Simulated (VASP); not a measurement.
# H10CO6 in VASP: a series of runs

H10CO6 is run at these levels: PBE+D3(BJ); tasks: single point.

Everything below comes from runs of VASP 6.6.1. Logs are shortened: lines on timing, memory, paths and dates and some standing lists are left out, and cuts for length are marked.

## 1. The cell of the first run

The cell holds an amorphous packing of atoms, 17 atoms: a = 5.270 Å, b = 5.270 Å, c = 5.270 Å, α = 90.00°, β = 90.00°, γ = 90.00°.

## 2. Single point, PBE+D3(BJ)

INCAR reads:

```
PREC = Accurate
ENCUT = 520
EDIFF = 1E-6
ISMEAR = -1
SIGMA = 0.02
LREAL = Auto
LASPH = True
NELM = 80
ALGO = Normal
ISIF = 2
LWAVE = False
LCHARG = True
GGA = PE
IVDW = 12
LELF = True
LVHAR = True
NBANDS = 39
```

KPOINTS reads:

```
Automatic mesh
0
Gamma
  1 1 1
```

POSCAR reads:

```
H10CO6
1.0
    5.2704420000      0.0000000000      0.0000000000
    0.0000000000      5.2704420000      0.0000000000
    0.0000000000      0.0000000000      5.2704420000
O H C
6 10 1
Direct
    0.6399083796      0.1045832589      0.0543028459
    0.9782860716      0.4261122691      0.8698701172
    0.1258528222      0.2396193716      0.4565082018
    0.2153329835      0.8400433967      0.1410318148
    0.4377431722      0.6355823667      0.6762430931
    0.6841930904      0.5854347700      0.3181137370
    0.5156683254     -0.0397120393      0.0582114365
    0.5583023208      0.2222204513      0.1764178412
    0.8643297849      0.2736392887      0.8900392035
    1.0971755310      0.4108953291      0.7217990446
    0.1620167720      0.1428912414      0.3159317568
   -0.0227115676      0.3246976250      0.3817326896
    0.1338976883      0.6836428520      0.1229688136
    0.1683350277      0.9220858516     -0.0081397348
    0.4041975986      0.4488807580      0.6606656520
    0.6508182805      0.9197141340      0.4960115300
    0.5909751023      0.7085743473      0.4949300267
```

Potentials or basis: VASP PAW PBE potentials, release 64 (O, H, C).

Command:

```
cat potpaw_PBE.64/O/POTCAR potpaw_PBE.64/H/POTCAR potpaw_PBE.64/C/POTCAR > POTCAR
mpirun -np 1 vasp_gam > vasp.out
```

OUTCAR:

```text
PREC = Accurate
   ENCUT = 520
   EDIFF = 1E-6
   ISMEAR = -1
   LREAL = Auto
   LASPH = True
   NELM = 80
   ISIF = 2
   GGA = PE
   IVDW = 12
 IVDW          = 12

 ion  position               nearest neighbor table
   1  0.640  0.105  0.054-   8 0.99   7 1.00
   2  0.978  0.426  0.870-  10 1.00   9 1.01
   3  0.126  0.240  0.457-  11 0.92  12 0.98
   4  0.215  0.840  0.141-  14 0.93  13 0.93
   5  0.438  0.636  0.676-  15 1.00  17 1.31
   6  0.684  0.585  0.318-  17 1.24
   7  0.516  0.960  0.058-   1 1.00
   8  0.558  0.222  0.176-   1 0.99
   9  0.864  0.274  0.890-   2 1.01
  10  0.097  0.411  0.722-   2 1.00
  11  0.162  0.143  0.316-   3 0.92
  12  0.977  0.325  0.382-   3 0.98
  13  0.134  0.684  0.123-   4 0.93
  14  0.168  0.922  0.992-   4 0.93
  15  0.404  0.449  0.661-   5 1.00
  16  0.651  0.920  0.496-  17 1.16
  17  0.591  0.709  0.495-  16 1.16   6 1.24   5 1.31

  LATTYP: Found a simple cubic cell.
 ALAT       =     5.2704420000

  Lattice vectors:

 A1 = (   5.2704420000,   0.0000000000,   0.0000000000)
 A2 = (   0.0000000000,   5.2704420000,   0.0000000000)
 A3 = (   0.0000000000,   0.0000000000,   5.2704420000)

Analysis of symmetry for initial positions (statically):
=====================================================================
 Subroutine PRICEL returns:
 Original cell was already a primitive cell.

 Routine SETGRP: Setting up the symmetry group for a
 simple cubic supercell.

 Subroutine GETGRP returns: Found  1 space group operations
 (whereof  1 operations were pure point group operations)
 out of a pool of 48 trial point group operations.

The static configuration has the point symmetry C_1 .

Analysis of symmetry for dynamics (positions and initial velocities):
=====================================================================
 Subroutine PRICEL returns:
 Original cell was already a primitive cell.

 Routine SETGRP: Setting up the symmetry group for a
 simple cubic supercell.

 Subroutine GETGRP returns: Found  1 space group operations
 (whereof  1 operations were pure point group operations)
 out of a pool of 48 trial point group operations.

The dynamic configuration has the point symmetry C_1 .

 Subroutine INISYM returns: Found  1 space group operations
 (whereof  1 operations are pure point group operations),
 and found     1 'primitive' translations

----------------------------------------------------------------------------------------

                                     Primitive cell

  volume of cell :     146.4000

  direct lattice vectors                    reciprocal lattice vectors
     5.270442000  0.000000000  0.000000000     0.189737407  0.000000000  0.000000000
     0.000000000  5.270442000  0.000000000     0.000000000  0.189737407  0.000000000
     0.000000000  0.000000000  5.270442000     0.000000000  0.000000000  0.189737407

  length of vectors
     5.270442000  5.270442000  5.270442000     0.189737407  0.189737407  0.189737407

  position of ions in fractional coordinates (direct lattice)
     0.639908380  0.104583259  0.054302846
     0.978286072  0.426112269  0.869870117
     0.125852822  0.239619372  0.456508202
     0.215332983  0.840043397  0.141031815
     0.437743172  0.635582367  0.676243093
     0.684193090  0.585434770  0.318113737
[... 9 lines left out ...]
     0.650818280  0.919714134  0.496011530
     0.590975102  0.708574347  0.494930027

  ion indices of the primitive-cell ions
   primitive index   ion index
                 1           1
                 2           2
                 3           3
                 4           4
                 5           5
                 6           6
[... 9 lines left out ...]
                16          16
                17          17

----------------------------------------------------------------------------------------

 KPOINTS: Automatic mesh

Automatic generation of k-mesh.
 Grid dimensions read from file:
 generate k-points for:    1    1    1

 Generating k-lattice:

  Cartesian coordinates                     Fractional coordinates (reciprocal lattice)
     0.189737407  0.000000000  0.000000000     1.000000000  0.000000000  0.000000000
     0.000000000  0.189737407  0.000000000     0.000000000  1.000000000  0.000000000
     0.000000000  0.000000000  0.189737407     0.000000000  0.000000000  1.000000000

  Length of vectors
     0.189737407  0.189737407  0.189737407

  Shift w.r.t. Gamma in fractional coordinates (k-lattice)
     0.000000000  0.000000000  0.000000000

 Subroutine IBZKPT returns following result:
 ===========================================

 Found      1 irreducible k-points:

 Following reciprocal coordinates:
            Coordinates               Weight
  0.000000  0.000000  0.000000      1.000000
   k-points           NKPTS =      1   k-points in BZ     NKDIM =      1   number of bands    NBANDS=     39
   number of dos      NEDOS =    301   number of ions     NIONS =     17
   total plane-waves  NPLWV =  64000
   dimension x,y,z NGX =    40 NGY =   40 NGZ =   40
   dimension x,y,z NGXF=    80 NGYF=   80 NGZF=   80
   ions per type =               6  10   1
   NGX,Y,Z   is equivalent  to a cutoff of  12.62, 12.62, 12.62 a.u.
   NGXF,Y,Z  is equivalent  to a cutoff of  25.23, 25.23, 25.23 a.u.
 SYSTEM =  unknown system
   PREC   = accura    normal or accurate (medium, high low for compatibility)
   ISTART =      0    job   : 0-new  1-cont  2-samecut
   ICHARG =      2    charge: 1-file 2-atom 10-const
   ISPIN  =      1    spin polarized calculation?
   LNONCOLLINEAR =      F non collinear calculations
   LSORBIT =      F    spin-orbit coupling
   LASPH  =      T    aspherical Exc in radial PAW
   ENCUT  =  520.0 eV  38.22 Ry    6.18 a.u.   9.80  9.80  9.80*2*pi/ulx,y,z
   NELM   =     80;   NELMIN=  2; NELMDL= -5     # of ELM steps
   EDIFF  = 0.1E-05   stopping-criterion for ELM
   LREAL  =      T    real-space projection
   EDIFFG = 0.1E-04   stopping-criterion for IOM
   NSW    =      0    number of steps for IOM
   IBRION =     -1    ionic relax: 0-MD 1-quasi-New 2-CG
   NFREE  =      0    steps in history (QN), initial steepest desc. (CG)
   ISIF   =      2    stress and relaxation
   ISYM   =      2    0-nonsym 1-usesym 2-fastsym
   POTIM  = 0.5000    time-step for ionic-motion
   TEBEG  =    0.0;   TEEND  =   0.0 temperature during run
   PSTRESS=    0.0 pullay stress
   NELECT =      50.0000    total number of electrons
   NUPDOWN=      -1.0000    fix difference up-down
   EMIN   =  10.00;   EMAX   =-10.00  energy-range for DOS
   EFERMI =   0.00;   METHOD = LEGACY
   ISMEAR =    -1;   SIGMA  =   0.02  broadening in eV -4-tet -1-fermi 0-gaus
   EFERMI_NEDOS =   21; number of points for ismear=-14 and -15
   IALGO  =     38    algorithm
   IMIX   =      4    mixing-type and parameters
     AMIX     =   0.40;   BMIX     =  1.00
     AMIX_MAG =   1.60;   BMIX_MAG =  1.00
  volume/ion in A,a.u.               =       8.61        58.12
  Fermi-wavevector in a.u.,A,eV,Ry     =   1.144330  2.162469 17.816696  1.309490
  Thomas-Fermi vector in A             =   2.281022
   LORBIT       =      0    0 simple, 1 ext, 2 COOP (PROOUT), +10 PAW based schemes
   GGA     = PE    functional components
   LHFCALC =     F    Hartree Fock is set to
   AEXX    =    0.0000 exact exchange contribution
   IVDW    =    12    specifies the selected vdW correction
   LEPSILON=     F    determine dielectric tensor
   LRPA    =     F    only Hartree local field effects (RPA)
 non-spin polarized calculation
  energy-cutoff  :      520.00
  volume of cell :      146.40
 maximum number of plane-waves:      1956
 NGX is ok and might be reduce to    40
   NGX = 19   NGY = 19   NGZ = 19

 number of electron      49.9999999 magnetization

 Free energy of the ion-electron system (eV)
  ---------------------------------------------------
  ext. energy  EPLUGINS =         0.00000000
  ---------------------------------------------------
  free energy    TOTEN  =       -87.41975849 eV

  energy without entropy =      -87.41975849  energy(sigma->0) =      -87.41975849

 E-fermi :  -1.9369     XC(G=0):  -7.9054

 val. band max:       -2.4588716971   @ k =   0.0000   0.0000   0.0000
 cond. band min:       2.6621030418   @ k =   0.0000   0.0000   0.0000
 fundamental gap:      5.1209747389
 Fermi energy:        -1.9369339534

 k-point     1 :       0.0000    0.0000    0.0000
  band No.  band energies     occupation
      1     -24.1235      2.00000
      2     -22.0675      2.00000
      3     -21.6659      2.00000
      4     -21.6142      2.00000
      5     -20.7155      2.00000
      6     -19.8110      2.00000
[... 29 lines left out ...]
     36       9.5969      0.00000
     37       9.8525      0.00000
 [bands above 37 left out]

------------------------ aborting loop because EDIFF is reached ----------------------------------------

 Edisp (eV)   -0.80352

 E8    (eV) :    -0.1735

  FORCE on cell =-STRESS in cart. coord.  units (eV):
  Direction    XX          YY          ZZ          XY          YZ          ZX
  --------------------------------------------------------------------------------------
  -------------------------------------------------------------------------------------
  Total       0.41073     1.73123     3.09793    -1.37714     2.20249    -0.06532
  in kB       4.49492    18.94632    33.90319   -15.07115    24.10371    -0.71488
  external pressure =       19.11 kB  Pullay stress =        0.00 kB

 VOLUME and BASIS-vectors are now :
 -----------------------------------------------------------------------------
  energy-cutoff  :      520.00
  volume of cell :      146.40
      direct lattice vectors                 reciprocal lattice vectors
     5.270442000  0.000000000  0.000000000     0.189737407  0.000000000  0.000000000
     0.000000000  5.270442000  0.000000000     0.000000000  0.189737407  0.000000000
     0.000000000  0.000000000  5.270442000     0.000000000  0.000000000  0.189737407

 POSITION                                       TOTAL-FORCE (eV/Angst)
 -----------------------------------------------------------------------------------
      3.37260      0.55120      0.28620        -1.169360     -0.089968      0.396428
      5.15600      2.24580      4.58460         0.451121      0.137439      0.085089
      0.66330      1.26290      2.40600        -0.922149      1.872901      1.393678
      1.13490      4.42740      0.74330         1.513290      1.189009      1.837641
      2.30710      3.34980      3.56410         0.011887     -0.253513      0.144037
      3.60600      3.08550      1.67660        -0.486124     -0.632061      1.292674
[... 9 lines left out ...]
      3.43010      4.84730      2.61420        -0.727480     -0.713113      0.577922
      3.11470      3.73450      2.60850         1.626378      1.107921     -1.598719
 -----------------------------------------------------------------------------------
    total drift:                                0.006628      0.005615     -0.004499

  FREE ENERGIE OF THE ION-ELECTRON SYSTEM (eV)
  ---------------------------------------------------
  free  energy   TOTEN  =       -88.2232784057 eV

  energy  without entropy=      -88.2232784057  energy(sigma->0) =      -88.22327841
```

It took 17 s on 1 thread of AMD EPYC 9R45 (Zen 5), shared host; peak memory 0.2 GiB.

Results:

| Quantity | Value |
| --- | --- |
| Free energy | -88.2233 eV |
| Pressure | 1.9 GPa |
| Largest force | 3.800 eV/Å |
| Band gap on the k mesh | 5.12 eV |
| Dispersion energy per atom | -0.047 eV |

Forces on the atoms (eV/Å):
```
O   -1.169 -0.090  0.396
O    0.451  0.137  0.085
O   -0.922  1.873  1.394
O    1.513  1.189  1.838
O    0.012 -0.254  0.144
O   -0.486 -0.632  1.293
H    0.812  0.184 -0.139
H    0.691  0.099 -0.515
H    0.628  0.792 -0.338
H   -1.675 -0.534  1.254
H    1.320 -2.711 -2.312
H   -0.326  0.484  0.523
H   -1.212 -2.450 -0.186
H   -0.835  1.219 -2.208
H    0.300  0.298 -0.208
H   -0.727 -0.713  0.578
C    1.626  1.108 -1.599
```

Stress tensor (GPa, compression positive):
```
 0.45 -1.51 -0.07
-1.51  1.89  2.41
-0.07  2.41  3.39
```

Caveat: the k points lie up to 1.19 Å⁻¹ apart.

## 3. Single point, PBE+D3(BJ)

INCAR reads:

```
PREC     = Accurate       # precision mode
ENCUT    = 520            # plane-wave cutoff, eV
EDIFF    = 1E-6           # SCF threshold, eV
ISMEAR   = -1             # smearing method
SIGMA    = 0.02           # smearing width, eV
LREAL    = Auto         
LASPH    = True           # aspherical terms in the spheres
NELM     = 80             # most SCF steps
ALGO     = Normal         # electronic algorithm
ISIF     = 2              # what is computed and relaxed
LWAVE    = False          # write WAVECAR
LCHARG   = False          # write CHGCAR
GGA      = PE             # functional
IVDW     = 12             # dispersion correction
NBANDS   = 39             # bands
```

KPOINTS reads:

```
regular mesh
0
Gamma
  1 1 1
```

POSCAR reads:

```
H10CO6
1.0
    5.2704420000      0.0000000000      0.0000000000
    0.0000000000      5.2704420000      0.0000000000
    0.0000000000      0.0000000000      5.2704420000
O H C
6 10 1
Direct
    0.6193977659      0.1268015092     -0.0521018920
    1.0531374788      0.4377811197      0.9315727220
    0.1194207241      0.2259393045      0.4443270602
    0.2410424021      0.8453560441      0.1032171495
    0.4273645360      0.6204982428      0.6337419139
    0.6964880744      0.5847706891      0.3197834261
    0.5274889658     -0.0234325698      0.0181958174
    0.5752079237      0.2776617217      0.0310600136
    0.8912155755      0.3852428316      0.9921369024
    1.0521508443      0.3366700554      0.7537508239
    0.1689042399      0.0514378111      0.4020725396
    0.0646625084      0.3165958377      0.2900705482
    0.2616289108      0.6783302046      0.0249884165
    0.0852300433      0.8951431398      0.0169245767
    0.3841803021      0.4545349327      0.5557788132
    0.7068477369      0.8824876547      0.5549249949
    0.6163999148      0.7008899823      0.4882702437
```

Potentials or basis: VASP PAW PBE potentials, release 64 (O, H, C).

Command:

```
cat potpaw_PBE.64/O/POTCAR potpaw_PBE.64/H/POTCAR potpaw_PBE.64/C/POTCAR > POTCAR
mpirun -np 1 vasp_gam > vasp.out
```

Run time: 15 s. Hardware: 1 thread of AMD EPYC 9R45 (Zen 5), shared host; peak memory 0.2 GiB.

Results (log left out):

* Free energy: -88.3851 eV
* Pressure: 3.8 GPa
* Largest force: 6.523 eV/Å
* Band gap on the k mesh: 5.27 eV
* Dispersion energy per atom: -0.047 eV

Forces on the atoms (eV/Å):
```
O    1.482 -2.093 -1.473
O    0.266 -1.539 -3.348
O    0.208  0.198  0.603
O    0.046  0.160  0.402
O    0.010  0.308  0.331
O    2.380 -3.174 -5.178
H   -0.368  1.177 -0.008
H   -1.172  1.274  1.340
H   -1.027 -0.104  0.443
H    0.375  1.375  2.286
H   -0.073  0.216 -0.472
H    0.328 -0.627  0.294
H   -0.127 -0.371  0.169
H   -0.136  0.391  0.045
H   -0.714 -0.530  0.134
H   -0.543  0.097  0.028
C   -0.934  3.241  4.404
```

Stress tensor (GPa, compression positive):
```
 4.78 -0.72 -5.12
-0.72  3.02  2.73
-5.12  2.73  3.56
```

Levels at points of the mesh, in eV from the valence-band top:
```
           k point  band 21  band 22  band 23  band 24  band 25  band 26  band 27  band 28  band 29  band 30
(0.00, 0.00, 0.00)    -1.13    -0.82    -0.64    -0.38     0.00     5.27     5.38     8.60     9.09     9.17
```

Caveat: the k points lie up to 1.19 Å⁻¹ apart.
